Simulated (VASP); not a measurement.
# Co (P6_3/mmc) in VASP: notebook

Runs on Co. Level: LDA. Tasks: single point.

Everything below comes from runs of VASP 6.6.1. Logs are shortened: lines on timing, memory, paths and dates and some standing lists are left out, and cuts for length are marked.

## 1. The cell of the first run

The structure is hexagonal, space group P6_3/mmc (No. 194). Conventional cell: a = 2.254 Å, b = 2.254 Å, c = 3.638 Å, α = 90.00°, β = 90.00°, γ = 120.00°. Co (site symmetry -6m2) has 12 Co at 2.24 to 2.25 Å within 3.0 Å.

## 2. Single point, LDA, collinear spin, ferromagnetic start

File INCAR:

```
SYSTEM = Co
ALGO     = Normal         ! electronic algorithm
EDIFF    = 1E-7           ! SCF threshold, eV
ENCUT    = 520            ! plane-wave cutoff, eV
ISIF     = 2              ! what is computed and relaxed
ISMEAR   = -1             ! smearing method
ISPIN    = 2              ! spin polarisation
LASPH    = .True.         ! aspherical terms in the spheres
LCHARG   = .False.        ! write CHGCAR
LMAXMIX  = 4              ! l up to which the mixer works
LORBIT   = 11             ! projections on sites
LREAL    = .False.        ! projectors in reciprocal space
LWAVE    = .False.        ! write WAVECAR
MAGMOM   = 1.7 1.7        ! initial moments
NBANDS   = 20             ! bands
NELM     = 150            ! most SCF steps
PREC     = Accurate       ! precision mode
SIGMA    = 0.08           ! smearing width, eV
```

File KPOINTS:

```
k-points
0
Gamma
  19 19 11
  0 0 0
```

File POSCAR:

```
Co
1.0
    2.2540076456      0.0000000000      0.0000000000
   -1.1270038228      1.9520278814      0.0000000000
    0.0000000000      0.0000000000      3.6382386769
Co
2
Direct
    0.3333333333      0.6666666667      0.2500000000
    0.6666666667      0.3333333333      0.7500000000
```

Potentials or basis: VASP PAW LDA potentials, release 64 (Co).

Run with:

```console
> cat potpaw_LDA.64/Co/POTCAR > POTCAR
> mpirun -np 1 vasp_std > vasp.out
```

OUTCAR:

```text
SYSTEM = Co
   EDIFF = 1E-7
   ENCUT = 520
   ISIF = 2
   ISMEAR = -1
   ISPIN = 2
   LASPH = .True.
   LORBIT = 11
   LREAL = .False.
   NELM = 150
   PREC = Accurate

 ion  position               nearest neighbor table
   1  0.333  0.667  0.250-   2 2.24   2 2.24   2 2.24   2 2.24   2 2.24   2 2.24
   2  0.667  0.333  0.750-   1 2.24   1 2.24   1 2.24   1 2.24   1 2.24   1 2.24

  LATTYP: Found a hexagonal cell.
 ALAT       =     2.2540076456
 C/A-ratio  =     1.6141199361

  Lattice vectors:

 A1 = (   2.2540076456,   0.0000000000,   0.0000000000)
 A2 = (  -1.1270038228,   1.9520278814,   0.0000000000)
 A3 = (   0.0000000000,   0.0000000000,   3.6382386769)

Analysis of symmetry for initial positions (statically):
=====================================================================
 Subroutine PRICEL returns:
 Original cell was already a primitive cell.

 Routine SETGRP: Setting up the symmetry group for a
 hexagonal supercell.

 Subroutine GETGRP returns: Found 24 space group operations
 (whereof 12 operations were pure point group operations)
 out of a pool of 24 trial point group operations.

The static configuration has the point symmetry D_3d.
 The point group associated with its full space group is D_6h.

Analysis of symmetry for dynamics (positions and initial velocities):
=====================================================================
 Subroutine PRICEL returns:
 Original cell was already a primitive cell.

 Routine SETGRP: Setting up the symmetry group for a
 hexagonal supercell.

 Subroutine GETGRP returns: Found 24 space group operations
 (whereof 12 operations were pure point group operations)
 out of a pool of 24 trial point group operations.

The dynamic configuration has the point symmetry D_3d.
 The point group associated with its full space group is D_6h.

Analysis of structural, dynamic, and magnetic symmetry:
=====================================================================
 Subroutine PRICEL returns:
 Original cell was already a primitive cell.

 Routine SETGRP: Setting up the symmetry group for a
 hexagonal supercell.

 Subroutine GETGRP returns: Found 24 space group operations
 (whereof 12 operations were pure point group operations)
 out of a pool of 24 trial point group operations.

The overall configuration has the point symmetry D_3d.
 The point group associated with its full space group is D_6h.

 Subroutine INISYM returns: Found 24 space group operations
 (whereof 12 operations are pure point group operations),
 and found     1 'primitive' translations

----------------------------------------------------------------------------------------

                                     Primitive cell

  volume of cell :      16.0078

  direct lattice vectors                    reciprocal lattice vectors
     2.254007646  0.000000000  0.000000000     0.443654218  0.256143882  0.000000000
    -1.127003823  1.952027881  0.000000000     0.000000000  0.512287765  0.000000000
     0.000000000  0.000000000  3.638238677     0.000000000  0.000000000  0.274858273

  length of vectors
     2.254007646  2.254007646  3.638238677     0.512287765  0.512287765  0.274858273

  position of ions in fractional coordinates (direct lattice)
     0.333333333  0.666666667  0.250000000
     0.666666667  0.333333333  0.750000000

  ion indices of the primitive-cell ions
   primitive index   ion index
                 1           1
                 2           2

----------------------------------------------------------------------------------------

 KPOINTS: k-points

Automatic generation of k-mesh.
 Grid dimensions read from file:
 generate k-points for:   19   19   11

 Generating k-lattice:

  Cartesian coordinates                     Fractional coordinates (reciprocal lattice)
     0.023350222  0.013481257  0.000000000     0.052631579  0.000000000  0.000000000
     0.000000000  0.026962514  0.000000000     0.000000000  0.052631579  0.000000000
     0.000000000  0.000000000  0.024987116     0.000000000  0.000000000  0.090909091

  Length of vectors
     0.026962514  0.026962514  0.024987116

  Shift w.r.t. Gamma in fractional coordinates (k-lattice)
     0.000000000  0.000000000  0.000000000

 Subroutine IBZKPT returns following result:
 ===========================================

 Found    240 irreducible k-points:

 Following reciprocal coordinates:
            Coordinates               Weight
  0.000000  0.000000  0.000000      1.000000
  0.052632  0.000000  0.000000      6.000000
  0.105263  0.000000  0.000000      6.000000
  0.157895  0.000000  0.000000      6.000000
  0.210526  0.000000  0.000000      6.000000
  0.263158  0.000000  0.000000      6.000000
[... 16 lines left out ...]
  0.263158  0.105263  0.000000     12.000000
  0.315789  0.105263  0.000000     12.000000
 [... further k-points ...]
   k-points           NKPTS =    240   k-points in BZ     NKDIM =    240   number of bands    NBANDS=     20
   number of dos      NEDOS =    301   number of ions     NIONS =      2
   total plane-waves  NPLWV =   9072
   dimension x,y,z NGX =    18 NGY =   18 NGZ =   28
   dimension x,y,z NGXF=    36 NGYF=   36 NGZF=   56
   ions per type =               2
   NGX,Y,Z   is equivalent  to a cutoff of  13.28, 13.28, 12.79 a.u.
   NGXF,Y,Z  is equivalent  to a cutoff of  26.55, 26.55, 25.59 a.u.
 SYSTEM =  Co
   PREC   = accura    normal or accurate (medium, high low for compatibility)
   ISTART =      0    job   : 0-new  1-cont  2-samecut
   ICHARG =      2    charge: 1-file 2-atom 10-const
   ISPIN  =      2    spin polarized calculation?
   LNONCOLLINEAR =      F non collinear calculations
   LSORBIT =      F    spin-orbit coupling
   LASPH  =      T    aspherical Exc in radial PAW
   ENCUT  =  520.0 eV  38.22 Ry    6.18 a.u.   4.19  4.19  6.76*2*pi/ulx,y,z
   NELM   =    150;   NELMIN=  2; NELMDL= -5     # of ELM steps
   EDIFF  = 0.1E-06   stopping-criterion for ELM
   LREAL  =      F    real-space projection
   EDIFFG = 0.1E-05   stopping-criterion for IOM
   NSW    =      0    number of steps for IOM
   IBRION =     -1    ionic relax: 0-MD 1-quasi-New 2-CG
   NFREE  =      0    steps in history (QN), initial steepest desc. (CG)
   ISIF   =      2    stress and relaxation
   ISYM   =      2    0-nonsym 1-usesym 2-fastsym
   POTIM  = 0.5000    time-step for ionic-motion
   TEBEG  =    0.0;   TEEND  =   0.0 temperature during run
   PSTRESS=    0.0 pullay stress
   NELECT =      18.0000    total number of electrons
   NUPDOWN=      -1.0000    fix difference up-down
   EMIN   =  10.00;   EMAX   =-10.00  energy-range for DOS
   EFERMI =   0.00;   METHOD = LEGACY
   ISMEAR =    -1;   SIGMA  =   0.08  broadening in eV -4-tet -1-fermi 0-gaus
   EFERMI_NEDOS =   21; number of points for ismear=-14 and -15
   IALGO  =     38    algorithm
   IMIX   =      4    mixing-type and parameters
     AMIX     =   0.40;   BMIX     =  1.00
     AMIX_MAG =   1.60;   BMIX_MAG =  1.00
  volume/ion in A,a.u.               =       8.00        54.01
  Fermi-wavevector in a.u.,A,eV,Ry     =   1.702373  3.217019 39.430703  2.898075
  Thomas-Fermi vector in A             =   2.782155
   LORBIT       =     11    0 simple, 1 ext, 2 COOP (PROOUT), +10 PAW based schemes
   GGA     = CA    functional components
   LHFCALC =     F    Hartree Fock is set to
   AEXX    =    0.0000 exact exchange contribution
   IVDW    =     0    specifies the selected vdW correction
   LEPSILON=     F    determine dielectric tensor
   LRPA    =     F    only Hartree local field effects (RPA)
 spin polarized calculation
  energy-cutoff  :      520.00
  volume of cell :       16.01
 maximum number of plane-waves:       452
 NGX is ok and might be reduce to    18
   NGX =  9   NGY =  9   NGZ = 13

 number of electron      18.0000017 magnetization       0.0030501

 number of electron      18.0000017 magnetization      -0.0044824

 Free energy of the ion-electron system (eV)
  ---------------------------------------------------
  ext. energy  EPLUGINS =         0.00000000
  ---------------------------------------------------
  free energy    TOTEN  =       -15.40581168 eV

  energy without entropy =      -15.32575413  energy(sigma->0) =      -15.36578291

 E-fermi :  15.3046     XC(G=0): -15.6312

 val. band max:       15.3014264269   @ k =   0.4211   0.1053   0.1818
 cond. band min:      15.3070127428   @ k =   0.2632   0.0000   0.3636
 fundamental gap:      0.0055863160
 Fermi energy:        15.3045984893

 spin component 1

 k-point     1 :       0.0000    0.0000    0.0000
  band No.  band energies     occupation
      1       4.3588      1.00000
      2       8.5401      1.00000
      3      12.4573      1.00000
      4      12.4889      1.00000
      5      12.4889      1.00000
      6      13.0400      1.00000
[... 12 lines left out ...]
     19      46.8727      0.00000
     20      46.8727      0.00000
[... 507 lines left out ...]
 k-point    24 :       0.3158    0.1053    0.0000
  band No.  band energies     occupation
      1       8.8385      1.00000
      2       9.5785      1.00000
      3       9.7701      1.00000
      4      11.2862      1.00000
      5      12.1726      1.00000
      6      12.8155      1.00000
[... 12 lines left out ...]
     19      44.1851      0.00000
     20      46.4515      0.00000

 [... further k-points ...]

 spin component 2

 k-point     1 :       0.0000    0.0000    0.0000
  band No.  band energies     occupation
      1       4.3585      1.00000
      2       8.5388      1.00000
      3      12.4551      1.00000
      4      12.4869      1.00000
      5      12.4869      1.00000
      6      13.0379      1.00000
[... 12 lines left out ...]
     19      46.8719      0.00000
     20      46.8719      0.00000
[... 507 lines left out ...]
 k-point    24 :       0.3158    0.1053    0.0000
  band No.  band energies     occupation
      1       8.8376      1.00000
      2       9.5769      1.00000
      3       9.7685      1.00000
      4      11.2849      1.00000
      5      12.1705      1.00000
      6      12.8135      1.00000
[... 12 lines left out ...]
     19      44.1844      0.00000
     20      46.4506      0.00000

 [... further k-points ...]

------------------------ aborting loop because EDIFF is reached ----------------------------------------

  FORCE on cell =-STRESS in cart. coord.  units (eV):
  Direction    XX          YY          ZZ          XY          YZ          ZX
  --------------------------------------------------------------------------------------
  -------------------------------------------------------------------------------------
  Total        8.6198078      8.6198078      8.7087557      0.0000000      0.0000000      0.0000000
  in kB      862.7313424    862.7313424    871.6338841      0.0000000      0.0000000      0.0000000
  external PRESSURE =     865.6988563 kB  Pullay stress =       0.0000000 kB

 VOLUME and BASIS-vectors are now :
 -----------------------------------------------------------------------------
  energy-cutoff  :      520.00
  volume of cell :       16.01
      direct lattice vectors                 reciprocal lattice vectors
     2.254007646  0.000000000  0.000000000     0.443654218  0.256143882  0.000000000
    -1.127003823  1.952027881  0.000000000     0.000000000  0.512287765  0.000000000
     0.000000000  0.000000000  3.638238677     0.000000000  0.000000000  0.274858273

 POSITION                                       TOTAL-FORCE (eV/Angst)
 -----------------------------------------------------------------------------------
     -0.00000      1.30135      0.90956        -0.000000      0.000000      0.000000
      1.12700      0.65068      2.72868         0.000000     -0.000000      0.000000
 -----------------------------------------------------------------------------------
    total drift:                               -0.000000      0.000000     -0.000000

  FREE ENERGIE OF THE ION-ELECTRON SYSTEM (eV)
  ---------------------------------------------------
  free  energy   TOTEN  =       -15.4058116837 eV

  energy  without entropy=      -15.3257541296  energy(sigma->0) =      -15.36578291

 total charge

# of ion       s       p       d       tot
------------------------------------------
    1        0.641   0.848   7.574   9.063
    2        0.641   0.848   7.574   9.063
--------------------------------------------------
tot          1.282   1.695  15.149  18.126

 magnetization (x)

# of ion       s       p       d       tot
------------------------------------------
    1        0.000   0.000  -0.002  -0.002
    2        0.000   0.000  -0.002  -0.002
--------------------------------------------------
tot          0.000   0.000  -0.005  -0.004
```

Wall time 6.2 min (1 thread of Intel Xeon 8259CL, shared host); peak memory 0.21 GiB.

Results:

```yaml
Free_energy: -15.4058 eV
Pressure: 86.6 GPa
Band_gap_on_the_k_mesh: zero (filled and empty bands overlap)
Net_moment: 0.00 μB per cell
```

Stress tensor (GPa, compression positive):
```
86.27  0.00  0.00
 0.00 86.27  0.00
 0.00  0.00 87.16
```

Caveat: the cell stands under pressure; the moments typed at the start vanished in this run.

(Continued in part 2 of 2.)
